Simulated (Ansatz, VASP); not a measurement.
One calculation of KF, two programs

File POSCAR:

```
KF
1.0
    3.2103466806      0.0000000000      0.0000000000
    0.0000000000      3.2103466806      0.0000000000
    0.0000000000      0.0000000000      3.2103466806
K F
1 1
Direct
    0.0000000000      0.0000000000      0.0000000000
    0.5000000000      0.5000000000      0.5000000000
```

INCAR.step1

```
SYSTEM = KF
ALGO = Normal
EDIFF = 1E-4
ENCUT = 520
GGA = PE
ISMEAR = 0
LASPH = .True.
LCHARG = .False.
LREAL = .False.
LWAVE = .True.
NBANDS = 15
NELM = 100
PREC = Accurate
SIGMA = 0.01
```

File INCAR.step2:

```
SYSTEM = KF
ALGO = Normal
EDIFF = 1E-6
ENCUT = 520
ISIF = 2
ISMEAR = 0
ISTART = 1
LASPH = .True.
LCHARG = .False.
LMIXTAU = .True.
LREAL = .False.
LWAVE = .False.
METAGGA = R2SCAN
NBANDS = 15
NELM = 100
PREC = Accurate
SIGMA = 0.01
```

The input KPOINTS:

```
k-points
0
Gamma
  6 6 6
  0 0 0
```

Input for Ansatz:

```yaml
crystal:
  lattice:
    - [3.2103466806, 0.0, 0.0]
    - [0.0, 3.2103466806, 0.0]
    - [0.0, 0.0, 3.2103466806]
  atoms:
    - { symbol: K, position: [0.0, 0.0, 0.0] }
    - { symbol: F, position: [0.5, 0.5, 0.5] }
kpoints:
  mp_grid: { grid: [6, 6, 6] }
hamiltonian:
  xc: r2scan
scf:
  occupations: { method: fixed }
  n_extra_bands: 4
output:
  forces: true
  stress: true
  eigenvalues: true
```

Alike in both runs: task single point; functional r2SCAN; k mesh 6 × 6 × 6; no spin polarisation.

|  | VASP | Ansatz |
| --- | --- | --- |
| version | VASP 6.6.1 | Ansatz 0.2.0 |
| potentials or method | VASP PAW PBE potentials, release 64 (K_sv, F) | plane waves, PAW |
| plane-wave cutoff (eV) | 520 | 500 |
| occupations | gaussian, width 0.01 eV | fixed |
| valence electrons in the cell | 16 | 16 |

|  | VASP | Ansatz | Ansatz less VASP |
| --- | --- | --- | --- |
| gap on the k mesh at the Fermi level (eV) | 7.49 | 7.49 | -0.003 |
| pressure (GPa) | -1.2 | -1.2 | +0.02 |

VASP's potentials were made for PBE, not for r2SCAN.
